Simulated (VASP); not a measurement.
Write the native input for VASP 6.6.1 that does the following.

| Item | Value |
| --- | --- |
| Task | relaxation of shape and atoms at fixed volume |
| Functional | r2SCAN |
| Potentials or basis | VASP PAW PBE potentials, release 64 (Re) |
| Cutoff | 600 eV |
| k mesh | 18 × 18 × 10 |
| Occupations | gaussian, width 0.1 eV |
| Spin | no spin polarisation |
| Dipole correction | no |
| Further INCAR settings | ALGO = Normal; EDIFF = 1e-06; IBRION = 2; EDIFFG = -0.01; NSW = 50; ISIF = 4 |

The system is Re.

```xyz
2
Lattice="2.7017 0.0000 0.0000 -1.3509 2.3398 0.0000 0.0000 0.0000 4.3712" Properties=species:S:1:pos:R:3 pbc="T T T"
Re    0.0000    1.5598    1.0928
Re    1.3509    0.7799    3.2784
```

This cell differs from its parent crystal: volume scaled by 0.94.

One way to write it, as run:

POSCAR

```
Re
1.0
    2.7017242455      0.0000000000      0.0000000000
   -1.3508621228      2.3397618306      0.0000000000
    0.0000000000      0.0000000000      4.3711621093
Re
2
Direct
    0.3333333333      0.6666666667      0.2500000000
    0.6666666667      0.3333333333      0.7500000000
```

INCAR.step1

```
SYSTEM = Re
ALGO = Normal
EDIFF = 1E-4
ENCUT = 600
GGA = PE
ISMEAR = 0
LASPH = .True.
LCHARG = .False.
LREAL = .False.
LWAVE = .True.
NELM = 80
PREC = Accurate
SIGMA = 0.1
```

INCAR.step2

```
SYSTEM = Re
ALGO = Normal
EDIFF = 1E-6
EDIFFG = -0.01
ENCUT = 600
IBRION = 2
ISIF = 4
ISMEAR = 0
ISTART = 1
LASPH = .True.
LCHARG = .False.
LMIXTAU = .True.
LREAL = .False.
LWAVE = .False.
METAGGA = R2SCAN
NELM = 80
NSW = 50
PREC = Accurate
SIGMA = 0.1
```

KPOINTS

```
k-points
0
Gamma
  18 18 10
  0 0 0
```

Potentials or basis: VASP PAW PBE potentials, release 64 (Re).

Launch:

```sh
$ cat potpaw_PBE.64/Re/POTCAR > POTCAR
$ cp INCAR.step1 INCAR
$ mpirun -np 1 vasp_std > vasp.out
$ cp INCAR.step2 INCAR
$ mpirun -np 1 vasp_std > vasp.out
```

Results of the run:

| Quantity | Value |
| --- | --- |
| Pressure after relaxing | 28.3 GPa |
| Band gap on the k mesh | zero (band 7 reaches 10.15 eV, above the bottom of band 8 at 6.54 eV) |

Caveat: the relaxation stopped at its first step, so nothing moved; the PAW data sets were made with another functional, which shifts forces and pressure a little; spin-orbit coupling is left out, which moves the levels of the heavy elements.

Run time: 6.3 min on 1 thread of Oxide Virtual Turin-like Processor (shared host), peak memory 0.19 GiB.
